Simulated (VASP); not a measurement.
CuSi16 (a cell with a defect): single point with LDA

System: CuSi16 (a cell with a defect).

```xyz
17
Lattice="0.0000 5.4300 5.4300 5.4300 0.0000 5.4300 5.4300 5.4300 0.0000" Properties=species:S:1:pos:R:3 pbc="T T T"
Si    0.0526   -0.0479   -0.0708
Si    1.4289    1.4087    1.3064
Si    2.5912    2.8440   -0.1289
Si    4.0265    4.0062    1.3068
Si    2.7298    0.0453    2.6698
Si    4.1189    1.3153    4.0581
Si    5.3892    2.7044    2.6700
Si    6.6727    4.1917    3.9534
Si    0.0526    2.7859    2.7629
Si    1.4885    3.9465    4.1986
Si    2.6493    5.3823    2.7627
Si    4.0265    6.8383    4.1389
Si    2.8362    2.5981    5.5470
Si    4.1189    4.0870    6.8298
Si    5.3892    5.4751    5.4407
Si    6.7773    6.7453    6.8298
Cu   10.1809    6.1149    7.4602
```

```json
{
 "Program": "VASP 6.6.1",
 "Task": "single point",
 "Functional": "LDA",
 "Potentials or basis": "VASP PAW LDA potentials, release 64 (Si, Cu)",
 "Cutoff": "520 eV",
 "k mesh": "2 × 2 × 2",
 "Occupations": "gaussian, width 0.05 eV",
 "Spin": "no spin polarisation",
 "Dipole correction": "no",
 "Charge": "1",
 "Further INCAR settings": "LREAL = Auto; ALGO = Normal; EDIFF = 1e-06; NBANDS = 52; NELECT = 74.0"
}
```

```json
{"Largest force": "0.035 eV/Å"}
```

Forces in eV/Å, atoms in the order of the input:
```
Si  -0.014  0.016 -0.028
Si   0.029 -0.014  0.014
Si  -0.019  0.019 -0.019
Si   0.013 -0.029  0.013
Si  -0.005  0.003 -0.003
Si   0.004 -0.003  0.007
Si  -0.003  0.005 -0.003
Si   0.013 -0.012  0.012
Si  -0.014  0.028 -0.016
Si   0.021 -0.019  0.019
Si  -0.029  0.013 -0.013
Si   0.013 -0.013  0.029
Si  -0.015  0.013 -0.013
Si   0.004 -0.007  0.003
Si  -0.003  0.003 -0.005
Si   0.008 -0.002  0.002
Cu  -0.003 -0.002  0.002
```

Levels at points of the mesh, in eV from the Fermi level:
```tsv
k point	band 33	band 34	band 35	band 36	band 37	band 38	band 39	band 40	band 41	band 42
(0.00, 0.00, 0.00)	-1.12	-1.12	-0.51	-0.20	-0.04	0.06	0.06	0.48	0.48	0.69
(0.50, 0.00, 0.00)	-1.99	-1.05	-0.99	-0.89	-0.71	0.60	0.96	1.03	1.23	1.33
(0.00, 0.50, 0.00)	-2.16	-0.89	-0.89	-0.51	-0.51	0.47	0.94	1.41	1.41	1.48
(0.00, 0.00, 0.50)	-1.99	-1.05	-0.99	-0.89	-0.71	0.60	0.96	1.03	1.23	1.33
(0.50, 0.50, 0.00)	-1.82	-1.67	-1.45	-1.44	-1.16	0.65	0.76	1.84	2.03	2.14
(0.00, 0.50, 0.50)	-1.82	-1.67	-1.45	-1.44	-1.16	0.65	0.76	1.84	2.03	2.14
```

Wall time 7.9 min on 1 thread of Intel Xeon 8259CL, on a shared host, peak memory 0.39 GiB.

Caveat: the k points lie up to 0.50 Å⁻¹ apart; the cell carries a net charge on a neutralising background, which shifts energy and pressure; the cell is charged against a uniform background, so pressure and absolute levels hang on convention.
